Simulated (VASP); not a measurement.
# Cs: relaxation of cell and atoms with LDA

Cs:

```
CELL_PARAMETERS angstrom
0.00000 5.25500 5.25500
5.25500 0.00000 5.25500
5.25500 5.25500 0.00000
ATOMIC_POSITIONS crystal
Cs 0.00000 0.00000 0.00000
Cs 0.25000 0.25000 0.25000
```

This isn't the form of Cs at room conditions, which is bcc.

```json
{
 "Program": "VASP 6.6.1",
 "Task": "relaxation of cell and atoms",
 "Functional": "LDA",
 "Potentials or basis": "VASP PAW LDA potentials, release 64 (Cs_sv)",
 "Cutoff": "500 eV",
 "k mesh": "4 × 4 × 4",
 "Occupations": "gaussian, width 0.05 eV",
 "Spin": "no spin polarisation",
 "Dipole correction": "no",
 "Further INCAR settings": "ALGO = Normal; EDIFF = 1e-07; IBRION = 2; EDIFFG = -0.02; NSW = 80; ISIF = 3"
}
```

```yaml
Relaxed_volume: 147.87 Å³/atom
Relaxed_cell: a = 7.478 Å, b = 7.478 Å, c = 7.478 Å, α = 60.00°, β = 60.00°, γ = 60.00°
Space_group_after_relaxing_to_0.1_Å: Fd-3m (No. 227)
Energy_gained_by_relaxing: 0.5 meV/atom
Ionic_steps: 3
Pressure_after_relaxing: 0.0 GPa
Band_gap_on_the_k_mesh: zero (bands 9 and 10 overlap by 0.12 eV)
```

Step by step:
```
step  energy change (eV)  largest force (eV/Å)  pressure (GPa)  volume (Å³)
   1              0.0000                0.0000            0.04       290.23
   2             -0.0003                0.0000            0.03       291.60
   3             -0.0009                0.0000            0.02       295.73
```

Final structure:
```cif
data_structure
_symmetry_space_group_name_H-M 'P 1'
_symmetry_Int_Tables_number 1
_cell_length_a 7.4783
_cell_length_b 7.4783
_cell_length_c 7.4783
_cell_angle_alpha 60.000
_cell_angle_beta 60.000
_cell_angle_gamma 60.000
_cell_volume 295.73
loop_
_atom_site_label
_atom_site_type_symbol
_atom_site_fract_x
_atom_site_fract_y
_atom_site_fract_z
_atom_site_occupancy
Cs1 Cs 0.00000 0.00000 0.00000 1
Cs2 Cs 0.25000 0.25000 0.25000 1
```

Levels at points of the mesh, in eV from the Fermi level:
| k point | band 7 | band 8 | band 9 | band 10 | band 11 | band 12 |
| --- | --- | --- | --- | --- | --- | --- |
| (0.00, 0.00, 0.00) | -11.10 | -11.10 | -1.61 | 1.13 | 1.13 | 1.28 |
| (0.50, 0.00, 0.00) | -11.07 | -11.07 | -0.72 | -0.03 | 0.95 | 0.95 |
| (0.50, 0.50, 0.00) | -11.05 | -11.05 | -0.05 | -0.05 | 0.45 | 0.45 |

It took 87 s on 1 thread of Intel(R) Xeon(R) Platinum 8259CL CPU @ 2.50GHz (Skylake/Cascade Lake), on a shared host, peak memory 0.3 GiB.

Caveat: spin-orbit coupling is left out, which moves the levels of the heavy elements.
